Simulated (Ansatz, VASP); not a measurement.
# NaMg6Sb in VASP and in Ansatz

```
Sb Mg Na
1.0
     5.23719    0.00000    0.00000
     0.00000    3.15551    5.67940
     0.00000   -3.15551    5.67940
Sb Mg Na
1 6 1
Cartesian
  0.0000 0.0000 7.5619
  2.6186 0.0000 9.4994
  2.6186 0.0000 3.8134
  2.6186 -1.5818 6.6021
  2.6186 1.5818 6.6021
  0.0000 -1.5666 4.7287
  0.0000 1.5666 4.7287
  0.0000 0.0000 1.8989
```

Alike in both runs: task single point; functional PBE; k mesh 5 × 5 × 5; occupations fermi-dirac, width 0.05 eV; no spin polarisation.

```csv
,VASP,Ansatz
version,VASP 6.6.1,Ansatz 0.2.0
potentials or method,"VASP PAW PBE potentials, release 64 (Sb, Mg, Na_pv)",Ansatz PAW
plane-wave cutoff (eV),520,420
valence electrons in the cell,24,84
```

|  | VASP | Ansatz | Ansatz less VASP |
| --- | --- | --- | --- |
| gap on the k mesh at the Fermi level (eV) | none | none | - |
| pressure (GPa) | 0.5 | 0.6 | +0.07 |
| traceless stress, the component that is largest in VASP (GPa) | -1.38 | -1.38 | +0.004 |
| rms of the force components (eV/Å) | 0.052 | 0.051 | -0.0009 |

Atom by atom the forces differ by 0.001 eV/Å (rms over components). A gap of «none» marks a metal or a gap that the smearing closes. The functional is the same, so the differences come from potentials, cutoffs and numerics. VASP's potentials hold 24 valence electrons a cell and Ansatz's 84, so a difference there can come from the potentials and not from the codes.

Neither program's run includes spin-orbit coupling.
